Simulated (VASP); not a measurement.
Here is a VASP 6.6.1 calculation.

The input INCAR:

```
ALGO     = Normal         # electronic algorithm
EDIFF    = 1E-6           # SCF threshold, eV
ENCUT    = 520            # plane-wave cutoff, eV
GGA      = PE             # functional
ISIF     = 2              # what is computed and relaxed
ISMEAR   = 0              # smearing method
LASPH    = True           # aspherical terms in the spheres
LCHARG   = False          # write CHGCAR
LREAL    = False          # projectors in reciprocal space
LWAVE    = False          # write WAVECAR
NBANDS   = 15             # bands
NELM     = 60             # most SCF steps
PREC     = Accurate       # precision mode
SIGMA    = 0.05           # smearing width, eV
```

File KPOINTS:

```
k-points
0
Gamma
  8 8 8
```

File POSCAR:

```
KF
1.0
   -0.0291906759      2.7246466776      2.7246466776
    2.7246466776     -0.0291906759      2.7246466776
    2.7246466776      2.7246466776     -0.0291906759
K F
1 1
Direct
    0.0000000000      0.0000000000      0.0000000000
    0.5000000000      0.5000000000      0.5000000000
```

Potentials or basis: VASP PAW PBE potentials, release 64 (K_sv, F).

The run is started by

```sh
$ cat potpaw_PBE.64/K_sv/POTCAR potpaw_PBE.64/F/POTCAR > POTCAR
$ mpirun -np 1 vasp_std > vasp.out
```

(1) What does it give for the pressure?

(2) Estimate the band gap on the k mesh.

## Answers

(1) -0.9 GPa.

(2) 5.78 eV.
